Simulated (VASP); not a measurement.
Write the native input for VASP 6.6.1 that does the following.

```
Task                   : single point
Functional             : r2SCAN
Potentials or basis    : VASP PAW PBE potentials, release 64 (Hg)
Cutoff                 : 550 eV
k mesh                 : 13 × 13 × 13
Occupations            : fermi-dirac, width 0.1 eV
Spin                   : no spin polarisation
Dipole correction      : no
Further INCAR settings : ALGO = Normal; EDIFF = 1e-06; NBANDS = 12
```

The system is Hg.

```
Hg
1.0
    -1.82999    1.82999    1.82999
     1.82999   -1.82999    1.82999
     1.82999    1.82999   -1.82999
Hg
1
Cartesian
  0.0000 0.0000 0.0000
```

These files were run (other wordings do the same):

POSCAR

```
Hg
1.0
   -1.8299936825      1.8299936825      1.8299936825
    1.8299936825     -1.8299936825      1.8299936825
    1.8299936825      1.8299936825     -1.8299936825
Hg
1
Direct
    0.0000000000      0.0000000000      0.0000000000
```

INCAR.step1

```
  PREC = Accurate
  ENCUT = 550
  ISMEAR = -1
  SIGMA = 0.1
  LREAL = F
  LASPH = T
  NELM = 120
  NBANDS = 12
  GGA = PE
  ALGO = Normal
  EDIFF = 1E-5
  LWAVE = T
  LCHARG = F
  GGA_COMPAT = F
```

INCAR.step2

```
  PREC = Accurate
  ENCUT = 550
  EDIFF = 1E-6
  ISMEAR = -1
  SIGMA = 0.1
  LREAL = F
  LASPH = T
  NELM = 120
  ALGO = Normal
  ISIF = 2
  LWAVE = F
  LCHARG = F
  METAGGA = R2SCAN
  LMIXTAU = T
  NBANDS = 12
  ISTART = 1
  GGA_COMPAT = F
```

KPOINTS

```
regular mesh
0
Gamma
  13 13 13
```

Potentials or basis: VASP PAW PBE potentials, release 64 (Hg).

Command:

```console
$ cat potpaw_PBE.64/Hg/POTCAR > POTCAR
$ cp INCAR.step1 INCAR
$ mpirun -np 1 vasp_std > vasp.out
$ cp INCAR.step2 INCAR
$ mpirun -np 1 vasp_std > vasp.out
```

It gave:

```
Pressure               : 3.0 GPa
Band gap on the k mesh : zero (bands 6 and 7 overlap by 2.96 eV)
```

Caveat: the cell stands under pressure; the PAW data sets were made with another functional, which shifts forces and pressure a little; spin-orbit coupling is left out, which moves the levels of the heavy elements.

Run time: 46 s on 1 thread of Intel(R) Xeon(R) 6975P-C (Granite Rapids) (shared host), peak memory 0.16 GiB.
